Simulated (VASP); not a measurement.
Ga: relaxation of shape and atoms at fixed volume with PBE

Crystal: Ga.

```
Ga
1.0
     2.83498    0.00000    0.00000
    -1.41749    2.45516    0.00000
     0.00000    0.00000    4.83239
Ga
2
Cartesian
  0.0000 1.6368 1.2081
  1.4175 0.8184 3.6243
```

This isn't the form of Ga at room conditions, which is orthorhombic.

```
Program                : VASP 6.6.1
Task                   : relaxation of shape and atoms at fixed volume
Functional             : PBE
Potentials or basis    : VASP PAW PBE potentials, release 64 (Ga_d)
Cutoff                 : 600 eV
k mesh                 : 14 × 14 × 8
Occupations            : fermi-dirac, width 0.1 eV
Spin                   : no spin polarisation
Dipole correction      : no
Further INCAR settings : ALGO = Normal; EDIFF = 1e-06; IBRION = 2; EDIFFG = -0.005; NSW = 50; ISIF = 4
```

* Energy gained by relaxing: 0.0 meV/atom
* Ionic steps: 3
* Pressure after relaxing: 8.3 GPa
* Band gap on the k mesh: zero (bands 13 and 14 overlap by 7.82 eV)

Final structure:
```cif
data_structure
_symmetry_space_group_name_H-M 'P 1'
_symmetry_Int_Tables_number 1
_cell_length_a 2.8329
_cell_length_b 2.8329
_cell_length_c 4.8393
_cell_angle_alpha 90.000
_cell_angle_beta 90.000
_cell_angle_gamma 120.000
_cell_volume 33.64
loop_
_atom_site_label
_atom_site_type_symbol
_atom_site_fract_x
_atom_site_fract_y
_atom_site_fract_z
_atom_site_occupancy
Ga1 Ga 0.33333 0.66667 0.25000 1
Ga2 Ga 0.66667 0.33333 0.75000 1
```

Levels at points of the mesh, in eV from the Fermi level:
```csv
k point,band 9,band 10,band 11,band 12,band 13,band 14,band 15,band 16,band 17
"(0.00, 0.00, 0.00)",-14.85,-14.85,-12.08,-5.75,-4.85,11.34,11.34,12.29,13.29
"(0.50, 0.00, 0.00)",-14.81,-14.79,-5.75,-5.27,0.17,0.43,0.89,3.03,5.73
"(0.00, 0.00, 0.50)",-14.91,-14.91,-10.40,-10.40,2.96,2.96,12.57,12.57,12.57
"(0.50, 0.00, 0.50)",-14.80,-14.80,-4.20,-4.20,-3.55,-3.55,7.47,7.47,7.56
```

Run time: 38 s on 1 thread of Intel(R) Xeon(R) 6975P-C (Granite Rapids) (shared host), peak memory 0.21 GiB.
